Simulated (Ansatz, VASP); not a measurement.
# One calculation of Y, two programs

```
Y
1.0
     3.35938    0.00000    0.00000
    -1.67969    2.90931    0.00000
     0.00000    0.00000    5.51750
Y
2
Direct
  0.33333 0.66667 0.25000
  0.66667 0.33333 0.75000
```

Change from the starting cell: strain -0.080 along x and y, -0.040 along z, atoms carried along.

Alike in both runs: task single point; functional PBEsol; k mesh 15 × 15 × 8; occupations gaussian, width 0.15 eV; no spin polarisation.

|  | VASP | Ansatz |
| --- | --- | --- |
| version | VASP 6.6.1 | Ansatz 0.2.0 |
| potentials or method | VASP PAW PBE potentials, release 64 (Y_sv), cutoff 520 eV | scalar-relativistic, plane waves, PAW |
| valence electrons in the cell | 22 | 22 |

Ansatz gave:

| Quantity | Value |
| --- | --- |
| gap on the k mesh at the Fermi level (eV) | none |
| pressure (GPa) | 7.6 |
| traceless stress, the component that is largest in VASP (GPa) | -1.87 |

Q: Estimate VASP's values.

A: gap on the k mesh at the Fermi level (eV): none; pressure (GPa): 7.4; traceless stress, the component that is largest in VASP (GPa): -1.86.

VASP's potentials were made for PBE, not for PBEsol. A gap of «none» marks a metal or a gap that the smearing closes.
